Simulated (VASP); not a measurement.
Crystal: BaTiO3 (Barioperovskite).

```xyz
5
Lattice="3.9639 0.0000 0.0000 0.0000 2.8578 2.8740 0.0000 -2.8578 2.8740" Properties=species:S:1:pos:R:3 pbc="T T T"
Ba    0.0000    0.0000    0.0479
Ti    1.9820    0.0000    3.0113
O     0.0000    0.0000    2.8179
O     1.9820   -1.3891    4.2375
O     1.9820    1.3891    4.2375
```

Base run:

| Item | Value |
| --- | --- |
| Program | VASP 6.6.1 |
| Functional | PBE |
| Potentials or basis | VASP PAW PBE potentials, release 64 (Ba_sv, Ti_sv, O) |
| Cutoff | 520 eV |
| k mesh | 6 × 6 × 6 |
| Occupations | gaussian, width 0.01 eV |
| Spin | no spin polarisation |

Its results: band gap on the k mesh 2.24 eV, indirect (least direct gap 2.69 eV); pressure 4.9 GPa; largest force 0.149 eV/Å.

Task: The run is repeated on the same cell with these changes: functional from PBE to r2SCAN; further incar settings from ALGO = Normal; EDIFF = 1e-06; NBANDS = 28 to ALGO = Normal; EDIFF = 1e-07; NBANDS = 28. What comes out?

Result: Band gap on the k mesh 2.64 eV, indirect (least direct gap 3.11 eV); pressure 1.9 GPa; largest force 0.168 eV/Å.

Caveats: spin-orbit coupling is left out, which moves the levels of the heavy elements; the PAW data sets were made with another functional, which shifts forces and pressure a little (some runs).

A k mesh can miss the band edges.
